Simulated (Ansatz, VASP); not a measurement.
## KI: VASP beside Ansatz

The input INCAR:

```
ALGO     = Normal         # electronic algorithm
EDIFF    = 1E-7           # SCF threshold, eV
ENCUT    = 520            # plane-wave cutoff, eV
GGA      = PE             # functional
ISIF     = 2              # what is computed and relaxed
ISMEAR   = 0              # smearing method
LASPH    = T              # aspherical terms in the spheres
LCHARG   = F              # write CHGCAR
LREAL    = F              # projectors in reciprocal space
LWAVE    = F              # write WAVECAR
NBANDS   = 15             # bands
NELM     = 80             # most SCF steps
PREC     = Accurate       # precision mode
SIGMA    = 0.05           # smearing width, eV
```

File KPOINTS:

```
k-points
0
Gamma
  6 6 6
```

Contents of POSCAR:

```
KI
1.0
    4.9538246814      0.0000000000      0.0000000000
    0.0000000000      4.9538246814      0.0000000000
    0.0000000000      0.0000000000      3.2199860429
K I
1 1
Direct
    0.0000000000      0.0000000000      0.0000000000
    0.5000000000      0.5000000000      0.5000000000
```

Input for Ansatz:

```yaml
crystal:
  lattice:
    - [4.9538246814, 0.0, 0.0]
    - [0.0, 4.9538246814, 0.0]
    - [0.0, 0.0, 3.2199860429]
  atoms:
    - { symbol: K, position: [0.0, 0.0, 0.0] }
    - { symbol: I, position: [0.5, 0.5, 0.5] }
basis:
  ecutwfc: 420
kpoints:
  mp_grid: { grid: [6, 6, 6] }
hamiltonian:
  xc: pbe
scf:
  occupations: { method: gaussian, width: 0.05 }
output:
  forces: true
  stress: true
  eigenvalues: true
```

Alike in both runs: task single point; functional PBE; k mesh 6 × 6 × 6; occupations gaussian, width 0.05 eV; no spin polarisation.

|  | VASP | Ansatz |
| --- | --- | --- |
| version | VASP 6.6.1 | Ansatz 0.2.0 |
| potentials or method | VASP PAW PBE potentials, release 64 (K_sv, I), cutoff 520 eV | scalar-relativistic, plane waves, PAW |
| valence electrons in the cell | 16 | 26 |

```csv
,VASP,Ansatz,Ansatz less VASP
gap on the k mesh at the Fermi level (eV),none,none,-
pressure (GPa),3.9,3.8,-0.02
"traceless stress, the component that is largest in VASP (GPa)",14.11,14.12,+0.003
```

A gap of «none» marks a metal or a gap that the smearing closes. The functional is the same, so the differences come from potentials, cutoffs and numerics. VASP's potentials hold 16 valence electrons a cell and Ansatz's 26, so a difference there can come from the potentials and not from the codes.

Neither program's run includes spin-orbit coupling.
